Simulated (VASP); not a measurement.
A run of VASP 6.6.1:

The input INCAR:

```
SYSTEM = Sn
ALGO     = Normal         ! electronic algorithm
EDIFF    = 1E-7           ! SCF threshold, eV
ENCUT    = 520            ! plane-wave cutoff, eV
GGA      = PS             ! functional
ISIF     = 2              ! what is computed and relaxed
ISMEAR   = 0              ! smearing method
LASPH    = .TRUE.         ! aspherical terms in the spheres
LCHARG   = .TRUE.         ! write CHGCAR
LELF     = .TRUE.         ! ELF
LREAL    = .FALSE.        ! projectors in reciprocal space
LVHAR    = .TRUE.       
LWAVE    = .FALSE.        ! write WAVECAR
NBANDS   = 21             ! bands
NELM     = 80             ! most SCF steps
PREC     = Accurate       ! precision mode
SIGMA    = 0.05           ! smearing width, eV
```

KPOINTS

```
k-points
0
G
  16 16 16
  0 0 0
```

File POSCAR:

```
Sn
1.0
   -2.9194544470      2.9194544470      1.5753466990
    2.9194544470     -2.9194544470      1.5753466990
    2.9194544470      2.9194544470     -1.5753466990
Sn
2
Direct
    0.7500000000      0.2500000000      0.5000000000
    0.0000000000      0.0000000000      0.0000000000
```

Potentials or basis: VASP PAW PBE potentials, release 64 (Sn_d).

Run with:

```bash
$ cat potpaw_PBE.64/Sn_d/POTCAR > POTCAR
$ mpirun -np 1 vasp_std > vasp.out
```

Hardware: 1 thread of Oxide Virtual Turin-like Processor, on a shared host.

**Question.** Estimate the wall time of this run.

**Answer.** It took 7.6 min on 1 thread of Oxide Virtual Turin-like Processor, on a shared host, peak memory 0.4 GiB. Counts: scf iterations 13, k points 349.
